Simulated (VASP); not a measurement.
# Na32Cl33 (a cell with a defect) in VASP: single point with PBEsol

Aim: the single point of Na32Cl33 (a cell with a defect) with PBEsol.

Program: VASP 6.6.1. These are calculated values, not measurements. Logs are shortened: lines on timing, memory, paths and dates and some standing lists are left out, and cuts for length are marked.

### Step 1. The cell of the first run

The cell holds a defect, 65 atoms: a = 11.200 Å, b = 11.200 Å, c = 11.200 Å, α = 90.00°, β = 90.00°, γ = 90.00°.

### Step 2. Single point, PBEsol

The input, INCAR:

```
  PREC = Accurate
  ENCUT = 520
  EDIFF = 1E-6
  ISMEAR = -1
  SIGMA = 0.05
  LREAL = Auto
  LASPH = T
  NELM = 80
  ALGO = Normal
  ISIF = 2
  LWAVE = F
  LCHARG = T
  GGA = PS
  LELF = T
  LVHAR = T
  NELECT = 454.0
  ISYM = 0
  NBANDS = 266
  NCORE = 4
```

The input, KPOINTS:

```
Automatic mesh
0
Gamma
  1 1 1
  0.25 0.25 0.25
```

The input, POSCAR:

```
Na32Cl33
1.0
   11.2000000000      0.0000000000      0.0000000000
    0.0000000000     11.2000000000      0.0000000000
    0.0000000000      0.0000000000     11.2000000000
Cl Na
33 32
Direct
    0.2504610000      0.0002850000      0.0003570000
    0.2505820000      0.0005670000      0.5003830000
    0.2505210000      0.5003350000      0.0003410000
    0.1846040000      0.4344620000      0.5006630000
    0.7504460000      0.0002380000      0.0003570000
    0.7503070000      0.0001530000      0.5003580000
    0.7504870000      0.5002750000      0.0003410000
    0.7508060000      0.5002860000      0.5003570000
    0.0033160000      0.2531700000      0.0004510000
    0.0140150000      0.2638690000      0.5005760000
    0.9978150000      0.7529180000      0.0003240000
    0.9915160000      0.7589660000      0.5003380000
    0.5030650000      0.2476380000      0.0003730000
    0.5089340000      0.2414470000      0.5003720000
    0.4975470000      0.7473790000      0.0002490000
    0.4872300000      0.7370590000      0.5000680000
    0.0010170000      0.0046920000      0.2529130000
    0.0009570000      0.0046320000      0.7478860000
    0.0003140000      0.5051340000      0.2514390000
    0.0001090000      0.5050530000      0.7493640000
    0.4999230000      0.9958430000      0.2528260000
    0.4998820000      0.9957740000      0.7478300000
    0.5009310000      0.4955820000      0.2514520000
    0.5007480000      0.4955100000      0.7491420000
    0.2552330000      0.2501260000      0.2514400000
    0.2551540000      0.2499280000      0.7494160000
    0.2457270000      0.7507590000      0.2514210000
    0.2456450000      0.7505680000      0.7490590000
    0.7548210000      0.2508030000      0.2529130000
    0.7547450000      0.2507910000      0.7478820000
    0.7460170000      0.7497400000      0.2528130000
    0.7459420000      0.7497010000      0.7478010000
    0.3194200000      0.5692380000      0.5000270000
    0.0000390000      0.0030000000      0.0003780000
    0.9974320000      0.0063520000      0.5004010000
    0.9989510000      0.5031860000      0.0003590000
    0.9731200000      0.5232430000      0.5003240000
    0.5008790000      0.9976180000      0.0003330000
    0.5033020000      0.9950080000      0.5003320000
    0.5020680000      0.4972910000      0.0003130000
    0.5287860000      0.4763570000      0.5003710000
    0.2533260000      0.2487480000      0.0003850000
    0.2731450000      0.2229210000      0.5003950000
    0.2474660000      0.7518750000      0.0002720000
    0.2264020000      0.7785560000      0.5001870000
    0.7531320000      0.2498330000      0.0004000000
    0.7563850000      0.2472250000      0.5004030000
    0.7477880000      0.7506790000      0.0002910000
    0.7450560000      0.7531320000      0.5002910000
    0.2504780000      0.0004490000      0.2457950000
    0.2504220000      0.0003470000      0.7548980000
    0.2505220000      0.5003230000      0.2389460000
    0.2503890000      0.5002220000      0.7616860000
    0.7504720000      0.0002930000      0.2491770000
    0.7504440000      0.0002480000      0.7515420000
    0.7506330000      0.5002620000      0.2457940000
    0.7505340000      0.5002370000      0.7549030000
    0.0043900000      0.2542840000      0.2465920000
    0.0043270000      0.2542170000      0.7543490000
    0.9957830000      0.7549530000      0.2466880000
    0.9957150000      0.7548950000      0.7539470000
    0.5050620000      0.2456500000      0.2467740000
    0.5049750000      0.2455820000      0.7539750000
    0.4965780000      0.7464160000      0.2459470000
    0.4965080000      0.7463520000      0.7544870000
```

Potentials or basis: VASP PAW PBE potentials, release 64 (Cl, Na_pv).

Run with:

```console
$ cat potpaw_PBE.64/Cl/POTCAR potpaw_PBE.64/Na_pv/POTCAR > POTCAR
$ mpirun -np 4 vasp_std > vasp.out
```

OUTCAR:

```text
PREC = Accurate
   ENCUT = 520
   EDIFF = 1E-6
   ISMEAR = -1
   LREAL = Auto
   LASPH = T
   NELM = 80
   ISIF = 2
   GGA = PS
   NELECT = 454.0
   ISYM = 0

 ion  position               nearest neighbor table
   1  0.250  0.000  0.000-
   2  0.251  0.001  0.500-  45 2.50  43 2.50
   3  0.251  0.500  0.000-  52 2.67  53 2.67
   4  0.185  0.434  0.501-  33 2.14  43 2.57  37 2.57
   5  0.750  0.000  0.000-
   6  0.750  0.000  0.500-
   7  0.750  0.500  0.000-
   8  0.751  0.500  0.500-  41 2.50  37 2.50
   9  0.003  0.253  0.000-
  10  0.014  0.264  0.501-
  11  0.998  0.753  0.000-
  12  0.992  0.759  0.500-  45 2.64  37 2.65
  13  0.503  0.248  0.000-
  14  0.509  0.241  0.500-  41 2.64  43 2.65
  15  0.498  0.747  0.000-
  16  0.487  0.737  0.500-  33 2.66
  17  0.001  0.005  0.253-
  18  0.001  0.005  0.748-
  19  0.000  0.505  0.251-
  20  0.000  0.505  0.749-
  21  0.500  0.996  0.253-
  22  0.500  0.996  0.748-
[... 8 lines left out ...]
  31  0.746  0.750  0.253-
  32  0.746  0.750  0.748-
  33  0.319  0.569  0.500-   4 2.14  41 2.57  45 2.57  16 2.66
  34  0.000  0.003  0.000-
  35  0.997  0.006  0.500-
  36  0.999  0.503  0.000-
  37  0.973  0.523  0.500-   8 2.50   4 2.57  12 2.65
  38  0.501  0.998  0.000-
  39  0.503  0.995  0.500-
  40  0.502  0.497  0.000-
  41  0.529  0.476  0.500-   8 2.50  33 2.57  14 2.64
  42  0.253  0.249  0.000-
  43  0.273  0.223  0.500-   2 2.50   4 2.57  14 2.65
  44  0.247  0.752  0.000-
  45  0.226  0.779  0.500-   2 2.50  33 2.57  12 2.64
  46  0.753  0.250  0.000-
  47  0.756  0.247  0.500-
  48  0.748  0.751  0.000-
  49  0.745  0.753  0.500-
  50  0.250  0.000  0.246-
  51  0.250  0.000  0.755-
  52  0.251  0.500  0.239-   3 2.67
  53  0.250  0.500  0.762-   3 2.67
  54  0.750  0.000  0.249-
  55  0.750  0.000  0.752-
  56  0.751  0.500  0.246-
  57  0.751  0.500  0.755-
  58  0.004  0.254  0.247-
  59  0.004  0.254  0.754-
  60  0.996  0.755  0.247-
  61  0.996  0.755  0.754-
  62  0.505  0.246  0.247-
  63  0.505  0.246  0.754-
  64  0.497  0.746  0.246-
  65  0.497  0.746  0.754-

IMPORTANT INFORMATION: All symmetrisations will be switched off!
NOSYMM: (Re-)initialisation of all symmetry stuff for point group C_1.

----------------------------------------------------------------------------------------

                                     Primitive cell

  volume of cell :    1404.9280

  direct lattice vectors                    reciprocal lattice vectors
    11.200000000  0.000000000  0.000000000     0.089285714  0.000000000  0.000000000
     0.000000000 11.200000000  0.000000000     0.000000000  0.089285714  0.000000000
     0.000000000  0.000000000 11.200000000     0.000000000  0.000000000  0.089285714

  length of vectors
    11.200000000 11.200000000 11.200000000     0.089285714  0.089285714  0.089285714

  position of ions in fractional coordinates (direct lattice)
     0.250461000  0.000285000  0.000357000
     0.250582000  0.000567000  0.500383000
     0.250521000  0.500335000  0.000341000
     0.184604000  0.434462000  0.500663000
     0.750446000  0.000238000  0.000357000
     0.750307000  0.000153000  0.500358000
[... 57 lines left out ...]
     0.496578000  0.746416000  0.245947000
     0.496508000  0.746352000  0.754487000

  ion indices of the primitive-cell ions
   primitive index   ion index
                 1           1
                 2           2
                 3           3
                 4           4
                 5           5
                 6           6
[... 57 lines left out ...]
                64          64
                65          65

----------------------------------------------------------------------------------------

 KPOINTS: Automatic mesh

Automatic generation of k-mesh.
 Grid dimensions read from file:
 generate k-points for:    1    1    1

 Generating k-lattice:

  Cartesian coordinates                     Fractional coordinates (reciprocal lattice)
     0.089285714  0.000000000  0.000000000     1.000000000  0.000000000  0.000000000
     0.000000000  0.089285714  0.000000000     0.000000000  1.000000000  0.000000000
     0.000000000  0.000000000  0.089285714     0.000000000  0.000000000  1.000000000

  Length of vectors
     0.089285714  0.089285714  0.089285714

  Shift w.r.t. Gamma in fractional coordinates (k-lattice)
     0.250000000  0.250000000  0.250000000

 Subroutine IBZKPT returns following result:
 ===========================================

 Found      4 irreducible k-points:

 Following reciprocal coordinates:
            Coordinates               Weight
  0.250000  0.250000  0.250000      2.000000
 -0.250000  0.250000  0.250000      2.000000
 -0.250000 -0.250000  0.250000      2.000000
  0.250000 -0.250000  0.250000      2.000000
   k-points           NKPTS =      4   k-points in BZ     NKDIM =      4   number of bands    NBANDS=    266
   number of dos      NEDOS =    301   number of ions     NIONS =     65
   total plane-waves  NPLWV = 592704
   dimension x,y,z NGX =    84 NGY =   84 NGZ =   84
   dimension x,y,z NGXF=   168 NGYF=  168 NGZF=  168
   ions per type =              33  32
   NGX,Y,Z   is equivalent  to a cutoff of  12.47, 12.47, 12.47 a.u.
   NGXF,Y,Z  is equivalent  to a cutoff of  24.94, 24.94, 24.94 a.u.
 SYSTEM =  unknown system
   PREC   = accura    normal or accurate (medium, high low for compatibility)
   ISTART =      0    job   : 0-new  1-cont  2-samecut
   ICHARG =      2    charge: 1-file 2-atom 10-const
   ISPIN  =      1    spin polarized calculation?
   LNONCOLLINEAR =      F non collinear calculations
   LSORBIT =      F    spin-orbit coupling
   LASPH  =      T    aspherical Exc in radial PAW
   ENCUT  =  520.0 eV  38.22 Ry    6.18 a.u.  20.82 20.82 20.82*2*pi/ulx,y,z
   NELM   =     80;   NELMIN=  2; NELMDL= -5     # of ELM steps
   EDIFF  = 0.1E-05   stopping-criterion for ELM
   LREAL  =      T    real-space projection
   EDIFFG = 0.1E-04   stopping-criterion for IOM
   NSW    =      0    number of steps for IOM
   IBRION =     -1    ionic relax: 0-MD 1-quasi-New 2-CG
   NFREE  =      0    steps in history (QN), initial steepest desc. (CG)
   ISIF   =      2    stress and relaxation
   ISYM   =      0    0-nonsym 1-usesym 2-fastsym
   POTIM  = 0.5000    time-step for ionic-motion
   TEBEG  =    0.0;   TEEND  =   0.0 temperature during run
   PSTRESS=    0.0 pullay stress
   NELECT =     454.0000    total number of electrons
   NUPDOWN=      -1.0000    fix difference up-down
   EMIN   =  10.00;   EMAX   =-10.00  energy-range for DOS
   EFERMI =   0.00;   METHOD = LEGACY
   ISMEAR =    -1;   SIGMA  =   0.05  broadening in eV -4-tet -1-fermi 0-gaus
   EFERMI_NEDOS =   21; number of points for ismear=-14 and -15
   IALGO  =     38    algorithm
   IMIX   =      4    mixing-type and parameters
     AMIX     =   0.40;   BMIX     =  1.00
     AMIX_MAG =   1.60;   BMIX_MAG =  1.00
  volume/ion in A,a.u.               =      21.61       145.86
  Fermi-wavevector in a.u.,A,eV,Ry     =   1.123420  2.122956 17.171534  1.262072
  Thomas-Fermi vector in A             =   2.260086
   LORBIT       =      0    0 simple, 1 ext, 2 COOP (PROOUT), +10 PAW based schemes
   GGA     = PS    functional components
   LHFCALC =     F    Hartree Fock is set to
   AEXX    =    0.0000 exact exchange contribution
   IVDW    =     0    specifies the selected vdW correction
   LEPSILON=     F    determine dielectric tensor
   LRPA    =     F    only Hartree local field effects (RPA)
 non-spin polarized calculation
  energy-cutoff  :      520.00
  volume of cell :     1404.93
 maximum number of plane-waves:     37776
   NGX = 41   NGY = 41   NGZ = 41

 number of electron     453.9999864 magnetization

 Free energy of the ion-electron system (eV)
  ---------------------------------------------------
  ext. energy  EPLUGINS =         0.00000000
  ---------------------------------------------------
  free energy    TOTEN  =      -225.19881855 eV

  energy without entropy =     -225.19881855  energy(sigma->0) =     -225.19881855

 E-fermi :   0.6383     XC(G=0):  -8.4823

 val. band max:       -0.5166262424   @ k =  -0.2500  -0.2500   0.2500
 cond. band min:       1.7489734554   @ k =  -0.2500  -0.2500   0.2500
 fundamental gap:      2.2655996977
 Fermi energy:         0.6382535251

 k-point     1 :       0.2500    0.2500    0.2500
  band No.  band energies     occupation
      1     -21.3224      2.00000
      2     -21.3154      2.00000
      3     -21.3116      2.00000
      4     -21.3058      2.00000
      5     -21.3000      2.00000
      6     -21.2911      2.00000
[... 231 lines left out ...]
    238       6.9671      0.00000
    239       6.9856      0.00000

 k-point     2 :      -0.2500    0.2500    0.2500
  band No.  band energies     occupation
      1     -21.3223      2.00000
      2     -21.3154      2.00000
      3     -21.3114      2.00000
      4     -21.3067      2.00000
      5     -21.2989      2.00000
      6     -21.2916      2.00000
[... 231 lines left out ...]
    238       6.9979      0.00000
    239       7.0558      0.00000

 k-point     3 :      -0.2500   -0.2500    0.2500
  band No.  band energies     occupation
      1     -21.3225      2.00000
      2     -21.3154      2.00000
      3     -21.3116      2.00000
      4     -21.3058      2.00000
      5     -21.3000      2.00000
      6     -21.2911      2.00000
[... 231 lines left out ...]
    238       6.9675      0.00000
    239       6.9858      0.00000

 k-point     4 :       0.2500   -0.2500    0.2500
  band No.  band energies     occupation
      1     -21.3223      2.00000
      2     -21.3154      2.00000
      3     -21.3114      2.00000
      4     -21.3067      2.00000
      5     -21.2989      2.00000
      6     -21.2916      2.00000
[... 231 lines left out ...]
    238       6.9978      0.00000
    239       7.0558      0.00000
 [bands above 239 left out]

------------------------ aborting loop because EDIFF is reached ----------------------------------------

  FORCE on cell =-STRESS in cart. coord.  units (eV):
  Direction    XX          YY          ZZ          XY          YZ          ZX
  --------------------------------------------------------------------------------------
  -------------------------------------------------------------------------------------
  Total        1.6438338      1.6474069     -2.6359652     -2.1164539     -0.0113229     -0.0139877
  in kB        1.8746251      1.8786999     -3.0060499     -2.4136002     -0.0129126     -0.0159516
  external PRESSURE =       0.2490917 kB  Pullay stress =       0.0000000 kB

 VOLUME and BASIS-vectors are now :
 -----------------------------------------------------------------------------
  energy-cutoff  :      520.00
  volume of cell :     1404.93
      direct lattice vectors                 reciprocal lattice vectors
    11.200000000  0.000000000  0.000000000     0.089285714  0.000000000  0.000000000
     0.000000000 11.200000000  0.000000000     0.000000000  0.089285714  0.000000000
     0.000000000  0.000000000 11.200000000     0.000000000  0.000000000  0.089285714

 POSITION                                       TOTAL-FORCE (eV/Angst)
 -----------------------------------------------------------------------------------
      2.80516      0.00319      0.00400         0.000828     -0.000015      0.000328
      2.80652      0.00635      5.60429         0.000177      0.000878      0.000000
      2.80584      5.60375      0.00382         0.001193      0.000801     -0.000415
      2.06756      4.86597      5.60743         0.034677      0.035662     -0.005612
      8.40500      0.00267      0.00400         0.000613      0.000463      0.000686
      8.40344      0.00171      5.60401         0.001058      0.000868      0.000858
[... 57 lines left out ...]
      5.56167      8.35986      2.75461        -0.001382     -0.001402      0.002683
      5.56089      8.35914      8.45025        -0.001978     -0.001427     -0.003080
 -----------------------------------------------------------------------------------
    total drift:                                0.003901      0.002782      0.004295

  FREE ENERGIE OF THE ION-ELECTRON SYSTEM (eV)
  ---------------------------------------------------
  free  energy   TOTEN  =      -225.1988185471 eV

  energy  without entropy=     -225.1988185463  energy(sigma->0) =     -225.19881855
```

It took 12 min on 4 MPI ranks of Intel Xeon Platinum 8259CL at 2.50GHz (Skylake/Cascade Lake), shared host; peak memory 0.54 GiB.

What came out:

* Free energy: -225.1988 eV
* Largest force: 0.050 eV/Å

Forces in eV/Å, atoms in the order of the input:
```
Cl   0.001  0.000  0.000
Cl   0.000  0.001  0.000
Cl   0.001  0.001  0.000
Cl   0.035  0.036 -0.006
Cl   0.001  0.000  0.001
Cl   0.001  0.001  0.001
Cl   0.000  0.000  0.001
Cl   0.001  0.001  0.000
Cl  -0.002 -0.002  0.000
Cl  -0.018 -0.017 -0.001
Cl  -0.003  0.002  0.000
Cl  -0.004  0.004 -0.001
Cl   0.002 -0.002 -0.001
Cl   0.005 -0.004 -0.001
Cl   0.001  0.001  0.000
Cl   0.018  0.018  0.002
Cl   0.001 -0.002 -0.002
Cl   0.000 -0.003  0.002
Cl   0.001 -0.002  0.002
Cl   0.003 -0.001 -0.002
Cl   0.000  0.004 -0.002
Cl   0.000  0.003  0.002
Cl  -0.002  0.000  0.002
Cl  -0.001  0.002 -0.002
Cl  -0.002  0.001  0.003
Cl  -0.001  0.003 -0.002
Cl   0.001 -0.003  0.001
Cl   0.002 -0.001 -0.002
Cl  -0.003  0.001 -0.002
Cl  -0.004  0.000  0.002
Cl   0.003  0.000 -0.003
Cl   0.002  0.000  0.002
Cl  -0.033 -0.032  0.006
Na  -0.001  0.000  0.000
Na   0.003  0.005  0.000
Na   0.003  0.003  0.000
Na   0.002 -0.001  0.001
Na   0.002  0.000  0.000
Na  -0.004 -0.006  0.000
Na  -0.004 -0.003  0.000
Na  -0.005 -0.005  0.000
Na   0.003  0.003  0.001
Na   0.001  0.002  0.000
Na  -0.003 -0.004  0.000
Na  -0.003 -0.004  0.001
Na   0.000 -0.001  0.000
Na   0.006  0.004  0.000
Na   0.000  0.002  0.000
Na  -0.005 -0.004  0.000
Na   0.000  0.001  0.004
Na   0.000  0.000 -0.004
Na   0.001  0.001  0.006
Na   0.000  0.000 -0.005
Na   0.000  0.000 -0.004
Na   0.000  0.000  0.004
Na   0.000  0.001  0.004
Na   0.000  0.000 -0.004
Na   0.002  0.001  0.002
Na   0.001  0.001 -0.003
Na  -0.002  0.001  0.000
Na  -0.001  0.001 -0.001
Na   0.001 -0.002  0.000
Na   0.002 -0.002 -0.001
Na  -0.001 -0.001  0.003
Na  -0.002 -0.001 -0.003
```

Levels at points of the mesh, in eV from the Fermi level:
```tsv
k point	band 224	band 225	band 226	band 227	band 228	band 229	band 230	band 231
(0.25, 0.25, 0.25)	-1.27	-1.26	-1.19	-1.15	1.11	4.39	5.36	5.41
```

Caveat: the cell carries a net charge on a neutralising background, which shifts energy and pressure; the cell is charged against a uniform background, so pressure and absolute levels hang on convention; the PAW data sets were made with another functional, which shifts forces and pressure a little.
